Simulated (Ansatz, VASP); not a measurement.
# InSb3: VASP beside Ansatz

Contents of INCAR:

```
SYSTEM = InSb3
PREC     = Accurate       ! precision mode
ENCUT    = 520            ! plane-wave cutoff, eV
EDIFF    = 1E-6           ! SCF threshold, eV
ISMEAR   = -1             ! smearing method
SIGMA    = 0.05           ! smearing width, eV
LREAL    = .FALSE.        ! projectors in reciprocal space
LASPH    = .TRUE.         ! aspherical terms in the spheres
NELM     = 100            ! most SCF steps
ALGO     = Normal         ! electronic algorithm
ISIF     = 2              ! what is computed and relaxed
LWAVE    = .FALSE.        ! write WAVECAR
LCHARG   = .FALSE.        ! write CHGCAR
GGA      = PE             ! functional
NBANDS   = 22             ! bands
```

The input KPOINTS:

```
regular mesh
0
G
  4 4 4
  0 0 0
```

The input POSCAR:

```
InSb3
1.0
    0.0000000000      3.7945550000      3.7945550000
    3.7945550000      0.0000000000      3.7945550000
    3.7945550000      3.7945550000      0.0000000000
Sb In
3 1
Direct
    0.5000000000      0.5000000000      0.5000000000
    0.7500000000      0.7500000000      0.7500000000
    0.2500000000      0.2500000000      0.2500000000
    0.0000000000      0.0000000000      0.0000000000
```

The input input.yaml:

```yaml
crystal:
  lattice:
    - [0.0, 3.794555, 3.794555]
    - [3.794555, 0.0, 3.794555]
    - [3.794555, 3.794555, 0.0]
  atoms:
    - { symbol: Sb, position: [0.5, 0.5, 0.5] }
    - { symbol: Sb, position: [0.75, 0.75, 0.75] }
    - { symbol: Sb, position: [0.25, 0.25, 0.25] }
    - { symbol: In, position: [0.0, 0.0, 0.0] }
hamiltonian:
  xc: pbe
  pseudopotentials: { kind: paw }
kpoints:
  mp_grid: { grid: [4, 4, 4] }
scf:
  occupations: { method: fermi_dirac, width: 0.05 }
output:
  forces: true
  stress: true
  eigenvalues: true
```

Alike in both runs: task single point; functional PBE; k mesh 4 × 4 × 4; occupations fermi-dirac, width 0.05 eV; no spin polarisation.

```csv
,VASP,Ansatz
version,VASP 6.6.1,Ansatz 0.2.0
potentials or method,"VASP PAW PBE potentials, release 64 (Sb, In_d)",Ansatz PAW
plane-wave cutoff (eV),520,420
valence electrons in the cell,28,58
```

|  | VASP | Ansatz | Ansatz less VASP |
| --- | --- | --- | --- |
| gap on the k mesh at the Fermi level (eV) | none | none | - |
| pressure (GPa) | -1.4 | -1.3 | +0.11 |

A gap of «none» marks a metal or a gap that the smearing closes. The functional is the same, so the differences come from potentials, cutoffs and numerics. VASP's potentials hold 28 valence electrons a cell and Ansatz's 58, so a difference there can come from the potentials and not from the codes.

Spin-orbit coupling is off throughout.
